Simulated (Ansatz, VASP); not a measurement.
Cs4I: VASP beside Ansatz

```xyz
5
Lattice="7.8340 0.0000 0.0000 0.0000 7.8340 0.0000 0.0000 0.0000 7.8340" Properties=species:S:1:pos:R:3 pbc="T T T"
Cs    3.9170    3.9170    3.9170
Cs    3.9170    0.0000    0.0000
Cs    0.0000    3.9170    0.0000
Cs    0.0000    0.0000    3.9170
I     0.0000    0.0000    0.0000
```

Alike in both runs: functional PBE; k mesh 6 × 6 × 6; occupations gaussian, width 0.1 eV; no spin polarisation.

Ansatz relaxed the structure, and its values are those at the end. VASP's run is a single point on that final structure, the one shown.

|  | VASP | Ansatz |
| --- | --- | --- |
| version | VASP 6.6.1 | Ansatz 0.2.0 |
| potentials or method | VASP PAW PBE potentials, release 64 (Cs_sv, I), cutoff 520 eV | scalar-relativistic, plane waves, PAW |
| valence electrons in the cell | 43 | 53 |

|  | VASP | Ansatz | Ansatz less VASP |
| --- | --- | --- | --- |
| gap on the k mesh at the Fermi level (eV) | none | none | - |
| pressure (GPa) | 0.0 | 0.0 | 0.00 |

A gap of «none» marks a metal or a gap that the smearing closes. VASP's potentials hold 43 valence electrons a cell and Ansatz's 53, so a difference there can come from the potentials and not from the codes.

Neither program's run includes spin-orbit coupling.
